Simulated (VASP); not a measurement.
Runs of VASP 6.6.1 on BeS. The structure is that of space group F-43m (No. 216), or close to it. The cells are those of the table. 

| cell | gap on the mesh (eV) | pressure (GPa) |
| --- | --- | --- |
| a = 3.456, b = 3.456, c = 3.378 Å, angles 60.7, 60.7, 58.5°, 2 atoms | 3.37 | 1.5 |
| a = 3.455, b = 3.455, c = 3.429 Å, angles 60.2, 60.2, 59.5°, 2 atoms | 3.54 | -0.1 |
| a = 3.481, b = 3.481, c = 3.532 Å, angles 59.5, 59.5, 61.0°, 2 atoms | 3.46 | -4.0 |
| a = 3.404, b = 3.404, c = 3.429 Å, angles 59.8, 59.8, 60.5°, 2 atoms | 3.40 | (b) |
| a = 3.327 Å, angles 60.0°, 2 atoms | (a) | 12.4 |
| a = 3.532 Å, angles 60.0°, 2 atoms | 3.75 | -6.3 |
| a = 3.431, b = 3.431, c = 3.327 Å, angles 61.0, 61.0, 58.0°, 2 atoms | 3.21 | 4.8 |
| a = 3.405, b = 3.405, c = 3.327 Å, angles 60.8, 60.8, 58.5°, 2 atoms | 3.24 | 6.5 |
| a = 3.481, b = 3.481, c = 3.429 Å, angles 60.5, 60.5, 59.0°, 2 atoms | (c) | -1.5 |
| a = 3.352, b = 3.352, c = 3.327 Å, angles 60.3, 60.3, 59.5°, 2 atoms | 3.31 | (d) |
| a = 3.404, b = 3.404, c = 3.378 Å, angles 60.3, 60.3, 59.5°, 2 atoms | 3.43 | 4.7 |
| a = 3.378, b = 3.378, c = 3.327 Å, angles 60.5, 60.5, 59.0°, 2 atoms | 3.28 | 8.4 |

Alike in all rows: task single point; level r2SCAN; potentials or basis VASP PAW PBE potentials, release 64 (Be, S); no spin polarisation; k mesh 8 × 8 × 8; cutoff (eV) 520; smearing gaussian 0.05 eV.

Q: Estimate the missing entries.

A: (a) 3.35; (b) 3.0; (c) 3.51; (d) 10.3.

Caveats: the PAW data sets were made with another functional, which shifts forces and pressure a little.

A k mesh can miss the band edges.
